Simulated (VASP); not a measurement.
# Al36C (a cell with a defect) in VASP: single point with PBE

Aim: the single point of Al36C (a cell with a defect) with PBE.

Everything below comes from runs of VASP 6.6.1. Logs are shortened: lines on timing, memory, paths and dates and some standing lists are left out, and cuts for length are marked.

**1. The cell of the first run**

The cell holds a defect, 37 atoms: a = 8.568 Å, b = 8.568 Å, c = 11.424 Å, α = 60.00°, β = 60.00°, γ = 60.00°.

**2. Single point, PBE**

Input file INCAR:

```
SYSTEM = Al36C
PREC = Accurate
ENCUT = 520
EDIFF = 1E-6
ISMEAR = 1
SIGMA = 0.1
LREAL = Auto
LASPH = .TRUE.
NELM = 60
ALGO = Normal
ISIF = 2
LWAVE = .FALSE.
LCHARG = .FALSE.
GGA = PE
NBANDS = 80
```

Input file KPOINTS:

```
Automatic mesh
0
G
  2 2 2
  0 0 0
```

Input file POSCAR:

```
Al36C
1.0
    0.0000000000      6.0583944000      6.0583944000
    6.0583944000      0.0000000000      6.0583944000
    8.0778592000      8.0778592000      0.0000000000
Al C
36 1
Direct
   -0.0003106434     -0.0070058166      0.0012514454
   -0.0123812507      0.0060328690      0.2473418328
   -0.0037712962      0.0014682108      0.5057000746
    0.0059089088     -0.0037055197      0.7512455156
    0.0010377337      0.3296206665     -0.0004695551
    0.0022553005      0.3265524443      0.2537261977
    0.0090536364      0.3303377707      0.5014899864
    0.0049396751      0.3311601008      0.7481406088
    0.0017681252      0.6613323160      0.0002629410
   -0.0076766214      0.6621907943      0.2528250307
   -0.0148124229      0.6736790692      0.5031552791
   -0.0051921347      0.6644686255      0.7559271397
    0.3312263725      0.0027541951     -0.0045146863
    0.3325504857     -0.0252512448      0.2582954157
    0.3345150326      0.0050409396      0.5007185567
    0.3329475380      0.0041799028      0.7462974225
    0.3340951193      0.3250580715      0.0048849576
    0.3340990808      0.3253345474      0.2508048172
    0.3351422615      0.3655319964      0.4879576262
    0.3344901910      0.3325990959      0.7502869696
    0.3370408668      0.6629717768     -0.0086337851
    0.3081184348      0.6800158141      0.2249825053
    0.3192060259      0.6753408131      0.5276499496
    0.3368980072      0.6611030474      0.7573358050
    0.6678127459     -0.0069379768      0.0027512240
    0.6646391328     -0.0032546577      0.2502109717
    0.6593628173      0.0117222477      0.4977674035
    0.6681543381     -0.0017545078      0.7515609458
    0.6708165946      0.3251629673      0.0006860110
    0.6636050304      0.3402914805      0.2464412848
    0.6750345438      0.3297564285      0.5067288744
    0.6734035836      0.3259461781      0.7541693101
    0.6663863779      0.6648176454     -0.0031109109
    0.6810037821      0.6634915515      0.2460567151
    0.6698805380      0.6609986468      0.5063449856
    0.6676601477      0.6635027756      0.7509647482
    0.4310978004      0.6196487472      0.3514722688
```

Potentials or basis: VASP PAW PBE potentials, release 64 (Al, C).

Started as:

```bash
$ cat potpaw_PBE.64/Al/POTCAR potpaw_PBE.64/C/POTCAR > POTCAR
$ mpirun -np 1 vasp_std > vasp.out
```

OUTCAR:

```text
SYSTEM = Al36C
   PREC = Accurate
   ENCUT = 520
   EDIFF = 1E-6
   ISMEAR = 1
   LREAL = Auto
   LASPH = .TRUE.
   NELM = 60
   ISIF = 2
   GGA = PE

 ion  position               nearest neighbor table
   1  1.000  0.993  0.001-   4 2.82   2 2.82  29 2.83  25 2.83   9 2.84  13 2.85  10 2.85  26 2.86
                            21 2.86   5 2.88  16 2.88   8 2.89
   2  0.988  0.006  0.247-  22 2.78  26 2.79   5 2.80   1 2.82  30 2.82  27 2.84   6 2.85  11 2.89
                            14 2.89  10 2.90  13 2.91   3 2.97
   3  0.996  0.001  0.506-  31 2.78  23 2.79  28 2.81   4 2.83   6 2.83   7 2.85  14 2.86  11 2.87
                            12 2.87  15 2.89  27 2.89   2 2.97
   4  0.006  0.996  0.751-  16 2.81   1 2.82   3 2.83  32 2.84  15 2.84   8 2.85  24 2.85   7 2.86
                             9 2.86  12 2.86  28 2.88  25 2.89
   5  0.001  0.330  1.000-   2 2.80  13 2.82  12 2.83  29 2.84   8 2.85   9 2.85  20 2.85  30 2.86
                            17 2.87  33 2.87   1 2.88   6 2.90
   6  0.002  0.327  0.254-  34 2.82  18 2.82  10 2.83   3 2.83  17 2.84  31 2.85   2 2.85   7 2.88
                             9 2.88  30 2.89   5 2.90  14 2.93
   7  0.009  0.330  0.501-  15 2.79   8 2.80  18 2.83  31 2.83  10 2.85   3 2.85  11 2.85   4 2.86
                            35 2.87   6 2.88  19 2.88  32 2.88
   8  0.005  0.331  0.748-   7 2.80  16 2.81  32 2.83  20 2.84   4 2.85   5 2.85  12 2.86  36 2.87
                            11 2.87  29 2.87   1 2.89  19 2.91
   9  0.002  0.661  0.000-  34 2.78  12 2.81  24 2.82  21 2.83   1 2.84  10 2.85   5 2.85  25 2.85
[... 40 lines left out ...]
                            18 2.87   8 2.87  36 2.88  21 2.88
  30  0.664  0.340  0.246-  37 2.62  19 2.79  33 2.82   2 2.82  29 2.84  27 2.84  34 2.84   5 2.86
                            18 2.86   6 2.89  26 2.92  31 2.98  22 3.00
  31  0.675  0.330  0.507-   3 2.78  32 2.80  35 2.81  28 2.82   7 2.83  27 2.85   6 2.85  20 2.85
                            19 2.88  34 2.92  30 2.98  23 3.01
  32  0.673  0.326  0.754-  29 2.80  31 2.80   8 2.83   4 2.84  28 2.85  25 2.85  36 2.85  35 2.85
                            24 2.88   7 2.88  17 2.89  20 2.90
  33  0.666  0.665  0.997-  12 2.78  36 2.81  30 2.82  28 2.83  25 2.85  22 2.86  21 2.86   5 2.87
                            29 2.87   9 2.88  13 2.88  34 2.91
  34  0.681  0.663  0.246-  37 1.99  10 2.70   9 2.78  25 2.80  26 2.81   6 2.82  14 2.84  30 2.84
                            33 2.91  35 2.92  31 2.92  23 3.16  22 3.25
  35  0.670  0.661  0.506-  11 2.74  36 2.80  31 2.81  10 2.83  23 2.83  32 2.85  24 2.86   7 2.87
                            26 2.90  15 2.91  27 2.91  34 2.92
  36  0.668  0.664  0.751-  11 2.78  21 2.79  35 2.80  24 2.81  33 2.81  12 2.84  32 2.85   8 2.87
                            28 2.87  29 2.88  16 2.89  27 2.94
  37  0.431  0.620  0.351-  22 1.92  23 1.94  34 1.99  19 2.23  14 2.49  30 2.62

  LATTYP: Found a base centered monoclinic cell.
 ALAT       =    14.8399749405
 B/A-ratio  =     0.5773502692
 C/A-ratio  =     0.7698003589
 COS(beta)  =    -0.5773502692

  Lattice vectors:

 A1 = (   0.0000000000,  -6.0583944000,  -6.0583944000)
[... 198 lines left out ...]
   EFERMI_NEDOS =   21; number of points for ismear=-14 and -15
   IALGO  =     38    algorithm
   IMIX   =      4    mixing-type and parameters
     AMIX     =   0.40;   BMIX     =  1.00
     AMIX_MAG =   1.60;   BMIX_MAG =  1.00
  volume/ion in A,a.u.               =      16.03       108.15
  Fermi-wavevector in a.u.,A,eV,Ry     =   0.939291  1.775004 12.003992  0.882268
  Thomas-Fermi vector in A             =   2.066589
   LORBIT       =      0    0 simple, 1 ext, 2 COOP (PROOUT), +10 PAW based schemes
   GGA     = PE    functional components
   LHFCALC =     F    Hartree Fock is set to
   AEXX    =    0.0000 exact exchange contribution
   IVDW    =     0    specifies the selected vdW correction
   LEPSILON=     F    determine dielectric tensor
   LRPA    =     F    only Hartree local field effects (RPA)
 non-spin polarized calculation
 Methfessel and Paxton  Order N= 1 SIGMA  =   0.10
  energy-cutoff  :      520.00
  volume of cell :      592.98
 maximum number of plane-waves:     15989
 NGX is ok and might be reduce to    64
   NGX = 31   NGY = 31   NGZ = 43

 number of electron     112.0000000 magnetization

 Free energy of the ion-electron system (eV)
  ---------------------------------------------------
  ext. energy  EPLUGINS =         0.00000000
  ---------------------------------------------------
  free energy    TOTEN  =      -143.15611802 eV

  energy without entropy =     -143.14095554  energy(sigma->0) =     -143.15106386

 E-fermi :   8.2636     XC(G=0): -10.2628

 val. band max:        8.2561728545   @ k =   0.0000   0.5000   0.0000
 cond. band min:       8.2839190311   @ k =   0.0000   0.0000   0.5000
 fundamental gap:      0.0277461766
 Fermi energy:         8.2635995120

 k-point     1 :       0.0000    0.0000    0.0000
  band No.  band energies     occupation
      1      -4.3056      2.00000
      2      -2.6855      2.00000
      3      -1.4512      2.00000
      4      -1.1252      2.00000
      5      -0.5093      2.00000
      6      -0.3225      2.00000
[... 557 lines left out ...]
     67       9.8365     -0.00000
     68       9.9305     -0.00000
 [bands above 68 left out]

------------------------ aborting loop because EDIFF is reached ----------------------------------------

  FORCE on cell =-STRESS in cart. coord.  units (eV):
  Direction    XX          YY          ZZ          XY          YZ          ZX
  --------------------------------------------------------------------------------------
  -------------------------------------------------------------------------------------
  Total        8.6309226      8.3186003      0.9541798      7.3572151      2.0323918     -1.7071355
  in kB       23.3198873     22.4760235      2.5780982     19.8784573      5.4913189     -4.6125090
  external PRESSURE =      16.1246697 kB  Pullay stress =       0.0000000 kB

 VOLUME and BASIS-vectors are now :
 -----------------------------------------------------------------------------
  energy-cutoff  :      520.00
  volume of cell :      592.98
      direct lattice vectors                 reciprocal lattice vectors
     0.000000000  6.058394400  6.058394400    -0.082530117  0.082530117  0.082530117
     6.058394400  0.000000000  6.058394400     0.082530117 -0.082530117  0.082530117
     8.077859200  8.077859200  0.000000000     0.061897588  0.061897588 -0.061897588

 POSITION                                       TOTAL-FORCE (eV/Angst)
 -----------------------------------------------------------------------------------
      6.02606      6.06662     12.07246         0.004766     -0.001863      0.000904
      2.03454      7.98138      6.01993         0.004361      0.000123     -0.003450
      4.09387     10.12052      6.04444         0.001111     -0.000622     -0.000344
     12.10440      6.10425      6.07174         0.000816     -0.001416     -0.000368
     10.07104      8.08035      2.00326        -0.003763      0.000873      0.000840
      4.02795      2.06323      1.99205        -0.003177      0.002780     -0.000251
[... 29 lines left out ...]
     10.08595     10.11114      8.06471        -0.003109      0.002420     -0.000106
      6.59322      5.45090      6.36584         0.021972      0.034451      0.024068
 -----------------------------------------------------------------------------------
    total drift:                                0.007469      0.011833     -0.001482

  FREE ENERGIE OF THE ION-ELECTRON SYSTEM (eV)
  ---------------------------------------------------
  free  energy   TOTEN  =      -143.1561180199 eV

  energy  without entropy=     -143.1409555390  energy(sigma->0) =     -143.15106386
```

OSZICAR:

```text
N       E                     dE             d eps       ncg     rms          rms(c)
DAV:   1     0.169776147846E+03    0.16978E+03   -0.39779E+04  1280   0.113E+03
DAV:   2    -0.125652494125E+03   -0.29543E+03   -0.27540E+03  1520   0.150E+02
DAV:   3    -0.146472420888E+03   -0.20820E+02   -0.20093E+02  1592   0.330E+01
DAV:   4    -0.147007667064E+03   -0.53525E+00   -0.53137E+00  1544   0.559E+00
DAV:   5    -0.147015051000E+03   -0.73839E-02   -0.73764E-02  1512   0.727E-01    0.117E+01
DAV:   6    -0.142929941931E+03    0.40851E+01   -0.13764E+01  1928   0.122E+01    0.550E+00
DAV:   7    -0.143388230638E+03   -0.45829E+00   -0.88728E+00  1384   0.651E+00    0.395E+00
DAV:   8    -0.143230639401E+03    0.15759E+00   -0.14538E+00  1688   0.304E+00    0.220E+00
DAV:   9    -0.143159886921E+03    0.70752E-01   -0.23198E-01  1432   0.148E+00    0.813E-01
DAV:  10    -0.143157020019E+03    0.28669E-02   -0.10115E-01  1520   0.653E-01    0.501E-01
DAV:  11    -0.143156596361E+03    0.42366E-03   -0.65485E-03  1624   0.268E-01    0.162E-01
DAV:  12    -0.143156109256E+03    0.48710E-03   -0.12189E-03  1472   0.119E-01    0.483E-02
DAV:  13    -0.143156128816E+03   -0.19559E-04   -0.59454E-04  1504   0.620E-02    0.374E-02
DAV:  14    -0.143156121160E+03    0.76552E-05   -0.47693E-05  1600   0.232E-02    0.263E-02
DAV:  15    -0.143156118072E+03    0.30881E-05   -0.17263E-05  1408   0.121E-02    0.496E-03
DAV:  16    -0.143156118020E+03    0.52415E-07   -0.12409E-06   928   0.356E-03
   1 F= -.14315612E+03 E0= -.14315106E+03  d E =-.151625E-01
```

Run time: 23 min. Hardware: 1 thread of Intel Xeon 8259CL, shared host; peak memory 0.82 GiB.

Results:

* Free energy: -143.1561 eV
* Pressure: 1.6 GPa
* Largest force: 0.047 eV/Å
* Band gap on the k mesh: zero (bands 56 and 57 overlap by 0.77 eV)

Forces on the atoms (eV/Å):
```
Al   0.005 -0.002  0.001
Al   0.004  0.000 -0.003
Al   0.001 -0.001  0.000
Al   0.001 -0.001  0.000
Al  -0.004  0.001  0.001
Al  -0.003  0.003  0.000
Al  -0.001  0.002 -0.003
Al   0.001  0.004 -0.001
Al  -0.005  0.000  0.001
Al   0.003 -0.002  0.000
Al   0.001 -0.003 -0.005
Al   0.000 -0.001 -0.005
Al   0.002  0.001  0.001
Al   0.004  0.007 -0.002
Al  -0.004  0.005 -0.002
Al  -0.002  0.001 -0.002
Al   0.000  0.001 -0.005
Al  -0.007  0.000 -0.009
Al   0.005 -0.007  0.027
Al  -0.003  0.003 -0.005
Al  -0.002 -0.003  0.003
Al  -0.006 -0.002 -0.002
Al  -0.002 -0.025 -0.009
Al  -0.002  0.011  0.001
Al   0.004  0.003  0.001
Al  -0.002  0.002  0.002
Al   0.001 -0.001  0.002
Al  -0.001 -0.003  0.001
Al  -0.003 -0.001  0.001
Al  -0.002  0.002  0.000
Al   0.004 -0.008  0.004
Al   0.000 -0.003  0.001
Al  -0.002  0.001  0.002
Al  -0.005 -0.020 -0.021
Al   0.002 -0.001  0.002
Al  -0.003  0.002  0.000
C    0.022  0.034  0.024
```

Stress tensor (GPa, compression positive):
```
 2.33  1.99 -0.46
 1.99  2.25  0.55
-0.46  0.55  0.26
```

Caveat: the k points lie up to 0.45 Å⁻¹ apart, too coarse for converged energies and pressures of a metal.

The gap in the log of VASP goes by the Fermi energy; the results here count the filled bands.